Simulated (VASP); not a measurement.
# TiO2 in VASP: further runs

TiO2 is run at these levels: PBEsol; tasks: single point.

All numbers are computed with VASP 6.6.1; they aren't measurements. Logs are shortened: lines on timing, memory, paths and dates and some standing lists are left out, and cuts for length are marked.

### 1 The cell of the first run

Symmetry: R3m, No. 160, trigonal system. The conventional cell has a = 2.995 Å, b = 2.995 Å, c = 20.945 Å, α = 90.00°, β = 90.00°, γ = 120.00°. Ti (site symmetry 3m) has 6 O at 1.96 to 2.01 Å within 2.6 Å. O (site symmetry 3m) has 3 Ti at 1.96 Å and 3 O at 2.60 Å within 2.6 Å. O (site symmetry 3m) has 3 Ti at 2.01 Å and 3 O at 2.60 Å within 2.7 Å.

### 2 Single point, PBEsol

INCAR reads:

```
PREC = Accurate
ENCUT = 520
EDIFF = 1E-6
ISMEAR = 0
SIGMA = 0.01
LREAL = F
LASPH = T
NELM = 100
ALGO = Normal
ISIF = 2
LWAVE = F
LCHARG = F
GGA = PS
NBANDS = 19
```

KPOINTS reads:

```
Automatic mesh
0
Gamma
  8 8 8
```

POSCAR reads:

```
TiO2
1.0
    1.4973310000      0.8644850000      6.9815440000
   -1.4973310000      0.8644850000      6.9815440000
    0.0000000000     -1.7289690000      6.9815440000
Ti O
1 2
Direct
   -0.0023872461     -0.0023872461     -0.0023872474
    0.6204670000      0.6204670000      0.6204670000
    0.3795330000      0.3795330000      0.3795330000
```

Potentials or basis: VASP PAW PBE potentials, release 64 (Ti_sv, O).

Launch:

```sh
> cat potpaw_PBE.64/Ti_sv/POTCAR potpaw_PBE.64/O/POTCAR > POTCAR
> mpirun -np 1 vasp_std > vasp.out
```

OUTCAR:

```text
PREC = Accurate
   ENCUT = 520
   EDIFF = 1E-6
   ISMEAR = 0
   LREAL = F
   LASPH = T
   NELM = 100
   ISIF = 2
   GGA = PS

 ion  position               nearest neighbor table
   1  0.998  0.998  0.998-   2 1.96   2 1.96   2 1.96   3 2.01   3 2.01   3 2.01
   2  0.620  0.620  0.620-   1 1.96   1 1.96   1 1.96
   3  0.380  0.380  0.380-   1 2.01   1 2.01   1 2.01

  LATTYP: Found a trigonal (rhomboedric) cell.
 ALAT       =     7.1924468064
 COS(alpha) =     0.9133212835

  Lattice vectors:

 A1 = (   1.4973310000,   0.8644850000,   6.9815440000)
 A2 = (  -1.4973310000,   0.8644850000,   6.9815440000)
 A3 = (   0.0000000000,  -1.7289690000,   6.9815440000)

Analysis of symmetry for initial positions (statically):
=====================================================================
 Subroutine PRICEL returns:
 Original cell was already a primitive cell.

 Routine SETGRP: Setting up the symmetry group for a
 trigonal (rhombohedral) supercell.

 Subroutine GETGRP returns: Found  6 space group operations
 (whereof  6 operations were pure point group operations)
 out of a pool of 12 trial point group operations.

The static configuration has the point symmetry C_3v.

Analysis of symmetry for dynamics (positions and initial velocities):
=====================================================================
 Subroutine PRICEL returns:
 Original cell was already a primitive cell.

 Routine SETGRP: Setting up the symmetry group for a
 trigonal (rhombohedral) supercell.

 Subroutine GETGRP returns: Found  6 space group operations
 (whereof  6 operations were pure point group operations)
 out of a pool of 12 trial point group operations.

The dynamic configuration has the point symmetry C_3v.

 Subroutine INISYM returns: Found  6 space group operations
 (whereof  6 operations are pure point group operations),
 and found     1 'primitive' translations

----------------------------------------------------------------------------------------

                                     Primitive cell

  volume of cell :      54.2223

  direct lattice vectors                    reciprocal lattice vectors
     1.497331000  0.864485000  6.981544000     0.333927502  0.192793086  0.047744921
    -1.497331000  0.864485000  6.981544000    -0.333927502  0.192793086  0.047744921
     0.000000000 -1.728969000  6.981544000     0.000000000 -0.385586172  0.047744949

  length of vectors
     7.192446806  7.192446806  7.192446762     0.388530987  0.388530987  0.388530920

  position of ions in fractional coordinates (direct lattice)
     0.997612754  0.997612754  0.997612753
     0.620467000  0.620467000  0.620467000
     0.379533000  0.379533000  0.379533000

  ion indices of the primitive-cell ions
   primitive index   ion index
                 1           1
                 2           2
                 3           3

----------------------------------------------------------------------------------------

 KPOINTS: Automatic mesh

Automatic generation of k-mesh.
 Grid dimensions read from file:
 generate k-points for:    8    8    8

 Generating k-lattice:

  Cartesian coordinates                     Fractional coordinates (reciprocal lattice)
     0.041740938  0.024099136  0.005968115     0.125000000 -0.000000000  0.000000000
    -0.041740938  0.024099136  0.005968115    -0.000000000  0.125000000  0.000000000
     0.000000000 -0.048198271  0.005968119     0.000000000  0.000000000  0.125000000

  Length of vectors
     0.048566373  0.048566373  0.048566365

  Shift w.r.t. Gamma in fractional coordinates (k-lattice)
     0.000000000  0.000000000  0.000000000

 Subroutine IBZKPT returns following result:
 ===========================================

 Found     65 irreducible k-points:

 Following reciprocal coordinates:
            Coordinates               Weight
  0.000000  0.000000  0.000000      1.000000
  0.125000  0.000000 -0.000000      6.000000
  0.250000  0.000000 -0.000000      6.000000
  0.375000  0.000000 -0.000000      6.000000
  0.500000  0.000000 -0.000000      3.000000
  0.125000  0.125000 -0.000000      6.000000
[... 16 lines left out ...]
  0.250000  0.125000  0.125000      6.000000
  0.375000  0.125000  0.125000      6.000000
 [... further k-points ...]
   k-points           NKPTS =     65   k-points in BZ     NKDIM =     65   number of bands    NBANDS=     19
   number of dos      NEDOS =    301   number of ions     NIONS =      3
   total plane-waves  NPLWV = 157464
   dimension x,y,z NGX =    54 NGY =   54 NGZ =   54
   dimension x,y,z NGXF=   108 NGYF=  108 NGZF=  108
   ions per type =               1   2
   NGX,Y,Z   is equivalent  to a cutoff of  12.48, 12.48, 12.48 a.u.
   NGXF,Y,Z  is equivalent  to a cutoff of  24.96, 24.96, 24.96 a.u.
 SYSTEM =  unknown system
   PREC   = accura    normal or accurate (medium, high low for compatibility)
   ISTART =      0    job   : 0-new  1-cont  2-samecut
   ICHARG =      2    charge: 1-file 2-atom 10-const
   ISPIN  =      1    spin polarized calculation?
   LNONCOLLINEAR =      F non collinear calculations
   LSORBIT =      F    spin-orbit coupling
   LASPH  =      T    aspherical Exc in radial PAW
   ENCUT  =  520.0 eV  38.22 Ry    6.18 a.u.  13.37 13.37 13.37*2*pi/ulx,y,z
   NELM   =    100;   NELMIN=  2; NELMDL= -5     # of ELM steps
   EDIFF  = 0.1E-05   stopping-criterion for ELM
   LREAL  =      F    real-space projection
   EDIFFG = 0.1E-04   stopping-criterion for IOM
   NSW    =      0    number of steps for IOM
   IBRION =     -1    ionic relax: 0-MD 1-quasi-New 2-CG
   NFREE  =      0    steps in history (QN), initial steepest desc. (CG)
   ISIF   =      2    stress and relaxation
   ISYM   =      2    0-nonsym 1-usesym 2-fastsym
   POTIM  = 0.5000    time-step for ionic-motion
   TEBEG  =    0.0;   TEEND  =   0.0 temperature during run
   PSTRESS=    0.0 pullay stress
   NELECT =      24.0000    total number of electrons
   NUPDOWN=      -1.0000    fix difference up-down
   EMIN   =  10.00;   EMAX   =-10.00  energy-range for DOS
   EFERMI =   0.00;   METHOD = LEGACY
   ISMEAR =     0;   SIGMA  =   0.01  broadening in eV -4-tet -1-fermi 0-gaus
   EFERMI_NEDOS =   21; number of points for ismear=-14 and -15
   IALGO  =     38    algorithm
   IMIX   =      4    mixing-type and parameters
     AMIX     =   0.40;   BMIX     =  1.00
     AMIX_MAG =   1.60;   BMIX_MAG =  1.00
  volume/ion in A,a.u.               =      18.07       121.97
  Fermi-wavevector in a.u.,A,eV,Ry     =   1.247630  2.357680 21.178580  1.556582
  Thomas-Fermi vector in A             =   2.381754
   LORBIT       =      0    0 simple, 1 ext, 2 COOP (PROOUT), +10 PAW based schemes
   GGA     = PS    functional components
   LHFCALC =     F    Hartree Fock is set to
   AEXX    =    0.0000 exact exchange contribution
   IVDW    =     0    specifies the selected vdW correction
   LEPSILON=     F    determine dielectric tensor
   LRPA    =     F    only Hartree local field effects (RPA)
 non-spin polarized calculation
 Gauss-broadening in eV      SIGMA  =   0.01
  energy-cutoff  :      520.00
  volume of cell :       54.22
 maximum number of plane-waves:      1507
 NGX is ok and might be reduce to    54
   NGX = 27   NGY = 27   NGZ = 27

 number of electron      24.0000005 magnetization

 Free energy of the ion-electron system (eV)
  ---------------------------------------------------
  ext. energy  EPLUGINS =         0.00000000
  ---------------------------------------------------
  free energy    TOTEN  =       -27.60158453 eV

  energy without entropy =      -27.60158453  energy(sigma->0) =      -27.60158453

 E-fermi :  -1.0669     XC(G=0):  -7.7392

 val. band max:       -1.1731148021   @ k =  -0.1250   0.1250   0.0000
 cond. band min:       1.4670629759   @ k =   0.0000   0.0000   0.0000
 fundamental gap:      2.6401777780
 Fermi energy:        -1.0668823831

 k-point     1 :       0.0000    0.0000    0.0000
  band No.  band energies     occupation
      1     -57.3023      2.00000
      2     -33.6727      2.00000
      3     -33.3948      2.00000
      4     -33.3948      2.00000
      5     -18.5428      2.00000
      6     -16.6867      2.00000
[... 11 lines left out ...]
     18       5.9048      0.00000
     19       9.0752      0.00000

 k-point     2 :       0.1250    0.0000   -0.0000
  band No.  band energies     occupation
      1     -57.2920      2.00000
      2     -33.6545      2.00000
      3     -33.4833      2.00000
      4     -33.4114      2.00000
      5     -18.3504      2.00000
      6     -16.7799      2.00000
[... 11 lines left out ...]
     18       6.3803      0.00000
     19       9.6087      0.00000

 k-point     3 :       0.2500    0.0000   -0.0000
  band No.  band energies     occupation
      1     -57.2668      2.00000
      2     -33.6959      2.00000
      3     -33.6053      2.00000
      4     -33.4514      2.00000
      5     -17.9163      2.00000
      6     -16.9585      2.00000
[... 11 lines left out ...]
     18       7.5295      0.00000
     19      10.6002      0.00000

 k-point     4 :       0.3750    0.0000   -0.0000
  band No.  band energies     occupation
      1     -57.2415      2.00000
      2     -33.8956      2.00000
      3     -33.5612      2.00000
      4     -33.4910      2.00000
      5     -17.6716      2.00000
      6     -16.9178      2.00000
[... 11 lines left out ...]
     18       9.0579      0.00000
     19      11.7000      0.00000

 k-point     5 :       0.5000    0.0000   -0.0000
  band No.  band energies     occupation
      1     -57.2310      2.00000
      2     -33.9768      2.00000
      3     -33.5421      2.00000
      4     -33.5073      2.00000
      5     -17.6767      2.00000
      6     -16.7830      2.00000
[... 11 lines left out ...]
     18      10.6018      0.00000
     19      11.1567      0.00000
[... 334 lines left out ...]
      2     -33.9769      2.00000
      3     -33.5421      2.00000
      4     -33.5073      2.00000
      5     -17.6770      2.00000
      6     -16.7826      2.00000
[... 11 lines left out ...]
     18      10.7935      0.00000
     19      11.2869      0.00000

 k-point    22 :       0.1250    0.1250    0.1250
  band No.  band energies     occupation
      1     -57.3023      2.00000
      2     -33.6726      2.00000
      3     -33.3948      2.00000
      4     -33.3948      2.00000
      5     -18.5427      2.00000
      6     -16.6867      2.00000
[... 11 lines left out ...]
     18       5.9768      0.00000
     19       8.8155      0.00000

 k-point    23 :       0.2500    0.1250    0.1250
  band No.  band energies     occupation
      1     -57.2920      2.00000
      2     -33.6544      2.00000
      3     -33.4833      2.00000
      4     -33.4114      2.00000
      5     -18.3503      2.00000
      6     -16.7801      2.00000
[... 11 lines left out ...]
     18       6.4745      0.00000
     19       9.2238      0.00000

 k-point    24 :       0.3750    0.1250    0.1250
  band No.  band energies     occupation
      1     -57.2668      2.00000
      2     -33.6959      2.00000
      3     -33.6053      2.00000
      4     -33.4514      2.00000
      5     -17.9162      2.00000
      6     -16.9586      2.00000
[... 11 lines left out ...]
     18       7.5784      0.00000
     19      10.2990      0.00000

 [... further k-points ...]
[... 5 lines left out ...]
  --------------------------------------------------------------------------------------
  -------------------------------------------------------------------------------------
  Total       -1.4812534     -1.4812542     -0.8335389      0.0000000     -0.0000000     -0.0000000
  in kB      -43.7685452    -43.7685665    -24.6296707      0.0000000     -0.0000012     -0.0000000
  external PRESSURE =     -37.3889274 kB  Pullay stress =       0.0000000 kB

 VOLUME and BASIS-vectors are now :
 -----------------------------------------------------------------------------
  energy-cutoff  :      520.00
  volume of cell :       54.22
      direct lattice vectors                 reciprocal lattice vectors
     1.497331000  0.864485000  6.981544000     0.333927502  0.192793086  0.047744921
    -1.497331000  0.864485000  6.981544000    -0.333927502  0.192793086  0.047744921
     0.000000000 -1.728969000  6.981544000     0.000000000 -0.385586172  0.047744949

 POSITION                                       TOTAL-FORCE (eV/Angst)
 -----------------------------------------------------------------------------------
      0.00000      0.00000     20.89463         0.000000      0.000000      1.180667
      0.00000      0.00000     12.99545         0.000000     -0.000000     -0.216876
      0.00000      0.00000      7.94918         0.000000     -0.000000     -0.963791
 -----------------------------------------------------------------------------------
    total drift:                                0.000000     -0.000002     -0.000876

  FREE ENERGIE OF THE ION-ELECTRON SYSTEM (eV)
  ---------------------------------------------------
  free  energy   TOTEN  =       -27.6015845256 eV

  energy  without entropy=      -27.6015845256  energy(sigma->0) =      -27.60158453
```

Run time: 5 min. Hardware: 1 thread of Intel Xeon 6975P-C, shared host; peak memory 0.41 GiB.

What came out:

- Free energy: -27.6016 eV
- Pressure: -3.7 GPa
- Largest force: 1.181 eV/Å
- Band gap on the k mesh: 2.64 eV, indirect (least direct gap 2.79 eV)

Forces on the atoms (eV/Å):
```
Ti   0.000  0.000  1.181
O    0.000  0.000 -0.217
O    0.000  0.000 -0.964
```

Caveat: the PAW data sets were made with another functional, which shifts forces and pressure a little.

[end of part 1 of 2]
